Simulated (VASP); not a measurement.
Here is a VASP 6.6.1 calculation.

File INCAR:

```
ALGO = Normal ; EDIFF = 1E-6
ENCUT = 520 ; GGA = RE
ISIF = 2 ; ISMEAR = 0
LASPH = True ; LCHARG = False
LREAL = False ; LWAVE = False
NBANDS = 16 ; NELM = 100
PREC = Accurate ; SIGMA = 0.05
```

The input KPOINTS:

```
k-points
0
Gamma
  6 6 6
```

POSCAR

```
InSb
1.0
    0.0000000000      3.2391003701      3.2391003701
    3.2391003701      0.0000000000      3.2391003701
    3.2391003701      3.2391003701      0.0000000000
In Sb
1 1
Direct
    0.0000000000      0.0000000000      0.0000000000
    0.7500000000      0.7500000000      0.7500000000
```

Potentials or basis: VASP PAW PBE potentials, release 64 (In_d, Sb).

Command:

```console
$ cat potpaw_PBE.64/In_d/POTCAR potpaw_PBE.64/Sb/POTCAR > POTCAR
$ mpirun -np 1 vasp_std > vasp.out
```

(1) Predict the band gap on the k mesh.

(2) What does it give for the pressure?

Results:

(1) zero (filled and empty bands touch).

(2) 4.3 GPa.

Caveat: the PAW data sets were made with another functional, which shifts forces and pressure a little; spin-orbit coupling is left out, which moves the levels of the heavy elements.
